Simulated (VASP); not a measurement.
# SrO (Fm-3m) in VASP: a series of runs

The runs below take SrO through single point, with PBE.

Everything below comes from runs of VASP 6.6.1. Logs are shortened: lines on timing, memory, paths and dates and some standing lists are left out, and cuts for length are marked.

## 1. The cell of the first run

Symmetry: Fm-3m, No. 225, cubic system. The conventional cell has a = 4.953 Å, b = 4.953 Å, c = 4.953 Å, α = 90.00°, β = 90.00°, γ = 90.00°. Sr (site symmetry m-3m) has 6 O at 2.48 Å within 3.3 Å. O (site symmetry m-3m) has 6 Sr at 2.48 Å within 3.3 Å.

## 2. Single point, PBE (strain -4.0%)

INCAR reads:

```
SYSTEM = SrO
PREC = Accurate
ENCUT = 520
EDIFF = 1E-7
ISMEAR = -1
SIGMA = 0.02
LREAL = .False.
LASPH = .True.
NELM = 80
ALGO = Normal
ISIF = 2
LWAVE = .False.
LCHARG = .False.
GGA = PE
NBANDS = 15
```

KPOINTS reads:

```
Automatic mesh
0
Gamma
  8 8 8
  0 0 0
```

POSCAR reads:

```
SrO
1.0
    0.0000000000      2.4766966334      2.4766966334
    2.4766966334      0.0000000000      2.4766966334
    2.4766966334      2.4766966334      0.0000000000
Sr O
1 1
Direct
    0.0000000000      0.0000000000      0.0000000000
    0.5000000000      0.5000000000      0.5000000000
```

Potentials or basis: VASP PAW PBE potentials, release 64 (Sr_sv, O).

On the command line:

```bash
$ cat potpaw_PBE.64/Sr_sv/POTCAR potpaw_PBE.64/O/POTCAR > POTCAR
$ mpirun -np 1 vasp_std > vasp.out
```

OUTCAR:

```text
SYSTEM = SrO
   PREC = Accurate
   ENCUT = 520
   EDIFF = 1E-7
   ISMEAR = -1
   LREAL = .False.
   LASPH = .True.
   NELM = 80
   ISIF = 2
   GGA = PE

 ion  position               nearest neighbor table
   1  0.000  0.000  0.000-   2 2.48   2 2.48   2 2.48   2 2.48   2 2.48   2 2.48
   2  0.500  0.500  0.500-   1 2.48   1 2.48   1 2.48   1 2.48   1 2.48   1 2.48

  LATTYP: Found a face centered cubic cell.
 ALAT       =     4.9533932668

  Lattice vectors:

 A1 = (   0.0000000000,   2.4766966334,   2.4766966334)
 A2 = (   2.4766966334,   0.0000000000,   2.4766966334)
 A3 = (   2.4766966334,   2.4766966334,   0.0000000000)

Analysis of symmetry for initial positions (statically):
=====================================================================
 Subroutine PRICEL returns:
 Original cell was already a primitive cell.

 Routine SETGRP: Setting up the symmetry group for a
 face centered cubic supercell.

 Subroutine GETGRP returns: Found 48 space group operations
 (whereof 48 operations were pure point group operations)
 out of a pool of 48 trial point group operations.

The static configuration has the point symmetry O_h .

Analysis of symmetry for dynamics (positions and initial velocities):
=====================================================================
 Subroutine PRICEL returns:
 Original cell was already a primitive cell.

 Routine SETGRP: Setting up the symmetry group for a
 face centered cubic supercell.

 Subroutine GETGRP returns: Found 48 space group operations
 (whereof 48 operations were pure point group operations)
 out of a pool of 48 trial point group operations.

The dynamic configuration has the point symmetry O_h .

 Subroutine INISYM returns: Found 48 space group operations
 (whereof 48 operations are pure point group operations),
 and found     1 'primitive' translations

----------------------------------------------------------------------------------------

                                     Primitive cell

  volume of cell :      30.3842

  direct lattice vectors                    reciprocal lattice vectors
     0.000000000  2.476696633  2.476696633    -0.201881810  0.201881810  0.201881810
     2.476696633  0.000000000  2.476696633     0.201881810 -0.201881810  0.201881810
     2.476696633  2.476696633  0.000000000     0.201881810  0.201881810 -0.201881810

  length of vectors
     3.502577969  3.502577969  3.502577969     0.349669553  0.349669553  0.349669553

  position of ions in fractional coordinates (direct lattice)
     0.000000000  0.000000000  0.000000000
     0.500000000  0.500000000  0.500000000
[... 83 lines left out ...]
   ISIF   =      2    stress and relaxation
   ISYM   =      2    0-nonsym 1-usesym 2-fastsym
   POTIM  = 0.5000    time-step for ionic-motion
   TEBEG  =    0.0;   TEEND  =   0.0 temperature during run
   PSTRESS=    0.0 pullay stress
   NELECT =      16.0000    total number of electrons
   NUPDOWN=      -1.0000    fix difference up-down
   EMIN   =  10.00;   EMAX   =-10.00  energy-range for DOS
   EFERMI =   0.00;   METHOD = LEGACY
   ISMEAR =    -1;   SIGMA  =   0.02  broadening in eV -4-tet -1-fermi 0-gaus
   EFERMI_NEDOS =   21; number of points for ismear=-14 and -15
   IALGO  =     38    algorithm
   IMIX   =      4    mixing-type and parameters
     AMIX     =   0.40;   BMIX     =  1.00
     AMIX_MAG =   1.60;   BMIX_MAG =  1.00
  volume/ion in A,a.u.               =      15.19       102.52
  Fermi-wavevector in a.u.,A,eV,Ry     =   1.322002  2.498221 23.778745  1.747688
  Thomas-Fermi vector in A             =   2.451715
   LORBIT       =      0    0 simple, 1 ext, 2 COOP (PROOUT), +10 PAW based schemes
   GGA     = PE    functional components
   LHFCALC =     F    Hartree Fock is set to
   AEXX    =    0.0000 exact exchange contribution
   IVDW    =     0    specifies the selected vdW correction
   LEPSILON=     F    determine dielectric tensor
   LRPA    =     F    only Hartree local field effects (RPA)
 non-spin polarized calculation
  energy-cutoff  :      520.00
  volume of cell :       30.38
 maximum number of plane-waves:       869
 NGX is ok and might be reduce to    28
   NGX = 13   NGY = 13   NGZ = 13

 number of electron      16.0000005 magnetization

 Free energy of the ion-electron system (eV)
  ---------------------------------------------------
  ext. energy  EPLUGINS =         0.00000000
  ---------------------------------------------------
  free energy    TOTEN  =       -11.81785869 eV

  energy without entropy =      -11.81785869  energy(sigma->0) =      -11.81785869

 E-fermi :   2.7660     XC(G=0): -10.5690

 val. band max:        2.2392289250   @ k =   0.5000   0.5000   0.0000
 cond. band min:       5.3991852430   @ k =   0.5000   0.5000   0.0000
 fundamental gap:      3.1599563181
 Fermi energy:         2.7659635229

 k-point     1 :       0.0000    0.0000    0.0000
  band No.  band energies     occupation
      1     -29.8020      2.00000
      2     -12.9975      2.00000
      3     -11.2931      2.00000
      4     -11.2931      2.00000
      5     -11.2931      2.00000
      6       2.2333      2.00000
      7       2.2333      2.00000
      8       2.2333      2.00000
      9       7.0766      0.00000
     10       8.6713      0.00000
     11       8.6713      0.00000
     12       8.6713      0.00000
     13      11.1046      0.00000
     14      11.1046      0.00000
[... 401 lines left out ...]
      2     -14.3938      2.00000
      3     -11.8443      2.00000
      4     -11.6238      2.00000
      5     -10.4662      2.00000
      6       0.5157      2.00000
      7       1.2691      2.00000
      8       1.3998      2.00000
      9       9.0073      0.00000
     10       9.4088      0.00000
     11      12.4418      0.00000
     12      12.5157      0.00000
     13      14.8894      0.00000
     14      16.3580      0.00000
     15      17.0252      0.00000

 [... further k-points ...]
[... 5 lines left out ...]
  --------------------------------------------------------------------------------------
  -------------------------------------------------------------------------------------
  Total        3.3433026      3.3433026      3.3433026     -0.0000000      0.0000000     -0.0000000
  in kB      176.2941223    176.2941223    176.2941223     -0.0000000      0.0000000     -0.0000000
  external PRESSURE =     176.2941223 kB  Pullay stress =       0.0000000 kB

 VOLUME and BASIS-vectors are now :
 -----------------------------------------------------------------------------
  energy-cutoff  :      520.00
  volume of cell :       30.38
      direct lattice vectors                 reciprocal lattice vectors
     0.000000000  2.476696633  2.476696633    -0.201881810  0.201881810  0.201881810
     2.476696633  0.000000000  2.476696633     0.201881810 -0.201881810  0.201881810
     2.476696633  2.476696633  0.000000000     0.201881810  0.201881810 -0.201881810

 POSITION                                       TOTAL-FORCE (eV/Angst)
 -----------------------------------------------------------------------------------
      0.00000      0.00000      0.00000        -0.000000      0.000000     -0.000000
      2.47670      2.47670      2.47670         0.000000     -0.000000      0.000000
 -----------------------------------------------------------------------------------
    total drift:                                0.000000      0.000000      0.000000

  FREE ENERGIE OF THE ION-ELECTRON SYSTEM (eV)
  ---------------------------------------------------
  free  energy   TOTEN  =       -11.8178586869 eV

  energy  without entropy=      -11.8178586869  energy(sigma->0) =      -11.81785869
```

OSZICAR:

```text
N       E                     dE             d eps       ncg     rms          rms(c)
DAV:   1     0.692001630008E+02    0.69200E+02   -0.85709E+03   870   0.105E+03
DAV:   2    -0.111813080814E+02   -0.80381E+02   -0.73593E+02  1200   0.225E+02
DAV:   3    -0.140249590778E+02   -0.28437E+01   -0.28307E+01  1089   0.384E+01
DAV:   4    -0.140739249002E+02   -0.48966E-01   -0.48957E-01  1084   0.503E+00
DAV:   5    -0.140754739361E+02   -0.15490E-02   -0.15490E-02  1093   0.679E-01    0.207E+01
DAV:   6    -0.119308934245E+02    0.21446E+01   -0.63010E+00   891   0.206E+01    0.242E+01
DAV:   7    -0.118268831882E+02    0.10401E+00   -0.23653E-01  1109   0.451E+00    0.141E+01
DAV:   8    -0.118154838614E+02    0.11399E-01   -0.10024E-01  1164   0.311E+00    0.915E-01
DAV:   9    -0.118172491637E+02   -0.17653E-02   -0.48047E-03  1171   0.480E-01    0.227E-01
DAV:  10    -0.118177636895E+02   -0.51453E-03   -0.49964E-04   926   0.194E-01    0.444E-02
DAV:  11    -0.118178453076E+02   -0.81618E-04   -0.81658E-05   961   0.690E-02    0.297E-02
DAV:  12    -0.118178587242E+02   -0.13417E-04   -0.18654E-05   919   0.333E-02    0.804E-03
DAV:  13    -0.118178588415E+02   -0.11730E-06   -0.66528E-07  1024   0.732E-03    0.363E-03
DAV:  14    -0.118178586719E+02    0.16961E-06   -0.70093E-08   890   0.209E-03    0.211E-03
DAV:  15    -0.118178586869E+02   -0.14966E-07   -0.66305E-09   498   0.599E-04
   1 F= -.11817859E+02 E0= -.11817859E+02  d E =-.734846E-13
```

stdout:

```text
POSCAR found type information on POSCAR SrO
 POSCAR found :  2 types and       2 ions
 scaLAPACK will be used
 LDA part: xc-table for (Slater+PW92), standard interpolation
 POSCAR, INCAR and KPOINTS ok, starting setup
 FFT: planning ... GRIDC
 FFT: planning ... GRID_SOFT
 FFT: planning ... GRID
 WAVECAR not read
 entering main loop
```

Wall time 16 s (1 thread of Intel Xeon Platinum 8259CL at 2.50GHz (Skylake/Cascade Lake), shared host); peak memory 0.15 GiB.

Results:

```
Free energy            : -11.8179 eV
Pressure               : 17.6 GPa
Band gap on the k mesh : 3.16 eV, direct
```

Caveat: the cell differs from its parent crystal (strain -4.0%). A k mesh can miss the band edges.

## 3. Single point, PBE

This run uses another cell than the first one, of 17.17 Å³/atom, 1.130 times its volume.

INCAR reads:

```
SYSTEM = SrO
  ALGO = Normal
  EDIFF = 1E-7
  ENCUT = 520
  GGA = PE
  ISIF = 2
  ISMEAR = -1
  LASPH = .True.
  LCHARG = .True.
  LELF = .True.
  LREAL = .False.
  LVHAR = .True.
  LWAVE = .False.
  NBANDS = 15
  NELM = 60
  PREC = Accurate
  SIGMA = 0.02
```

KPOINTS reads:

```
k-points
0
Gamma
  8 8 8
  0 0 0
```

POSCAR reads:

```
SrO
1.0
    0.0000000000      2.5798923265      2.5798923265
    2.5798923265      0.0000000000      2.5798923265
    2.5798923265      2.5798923265      0.0000000000
Sr O
1 1
Direct
    0.0000000000      0.0000000000      0.0000000000
    0.5000000000      0.5000000000      0.5000000000
```

Potentials or basis: VASP PAW PBE potentials, release 64 (Sr_sv, O).

On the command line:

```bash
$ cat potpaw_PBE.64/Sr_sv/POTCAR potpaw_PBE.64/O/POTCAR > POTCAR
$ mpirun -np 1 vasp_std > vasp.out
```

It took 18 s on 1 thread of Intel Xeon Platinum 8259CL at 2.50GHz (Skylake/Cascade Lake), shared host; peak memory 0.16 GiB.

It converged, with:

- Free energy: -12.0479 eV
- Pressure: 2.4 GPa
- Band gap on the k mesh: 3.27 eV, indirect (least direct gap 3.37 eV)

Levels at points of the mesh, in eV from the valence-band top:
```csv
k point,band 5,band 6,band 7,band 8,band 9,band 10,band 11,band 12
"(0.00, 0.00, 0.00)",-14.07,0.00,0.00,0.00,3.91,6.19,6.19,6.19
"(0.50, 0.00, 0.00)",-12.89,-2.15,-1.12,-1.12,6.51,8.37,8.79,8.79
"(0.50, 0.50, 0.00)",-14.43,-0.45,-0.09,-0.09,3.27,7.73,10.11,10.29
```
